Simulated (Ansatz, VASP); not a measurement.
CaF: VASP beside Ansatz

INCAR

```
SYSTEM = CaF
PREC = Accurate ; ENCUT = 600
EDIFF = 1E-6 ; ISMEAR = 0
SIGMA = 0.1 ; LREAL = .False.
LASPH = .True. ; NELM = 200
ALGO = Normal ; ISIF = 2
LWAVE = .False. ; LCHARG = .False.
ISPIN = 2 ; MAGMOM = 0 1
LORBIT = 11 ; GGA = PE
NBANDS = 20 ; GGA_COMPAT = .False.
```

Contents of KPOINTS:

```
regular mesh
0
Gamma
  6 6 6
  0 0 0
```

POSCAR

```
CaF
1.0
    1.6502480983     -4.0568428821      0.0000000000
    1.6502480983      4.0568428821      0.0000000000
    0.0000000000      0.0000000000      3.4577584592
Ca F
1 1
Direct
    0.0000000000      0.0000000000      0.5000000000
    0.5000000000      0.5000000000      0.0000000000
```

Input for Ansatz:

```yaml
crystal:
  lattice:
    - [1.6502480983, -4.0568428821, 0.0]
    - [1.6502480983, 4.0568428821, 0.0]
    - [0.0, 0.0, 3.4577584592]
  atoms:
    - { symbol: Ca, position: [0.0, 0.0, 0.5] }
    - { symbol: F, position: [0.5, 0.5, 0.0], spin: 1.0 }
basis:
  ecutwfc: 420
kpoints:
  mp_grid: { grid: [6, 6, 6] }
hamiltonian:
  xc: pbe
scf:
  occupations: { method: gaussian, width: 0.1 }
  lower_state_search: "off"
output:
  forces: true
  stress: true
  eigenvalues: true
  populations: true
magnetization:
  spin_polarized: true
```

Alike in both runs: task single point; functional PBE; k mesh 6 × 6 × 6; occupations gaussian, width 0.1 eV; collinear spin.

|  | VASP | Ansatz |
| --- | --- | --- |
| version | VASP 6.6.1 | Ansatz 0.2.0 |
| potentials or method | VASP PAW PBE potentials, release 64 (Ca_sv, F), cutoff 600 eV | scalar-relativistic, plane waves, PAW |
| valence electrons in the cell | 17 | 17 |

```csv
,VASP,Ansatz,Ansatz less VASP
gap on the k mesh at the Fermi level (eV),none,none,-
pressure (GPa),0.0,0.0,-0.04
"traceless stress, the component that is largest in VASP (GPa)",-0.15,-0.26,-0.115
net moment per atom (μB),0.04,0.04,-0.004
```

A gap of «none» marks a metal or a gap that the smearing closes. Ansatz's warnings: seeded moment not kept.
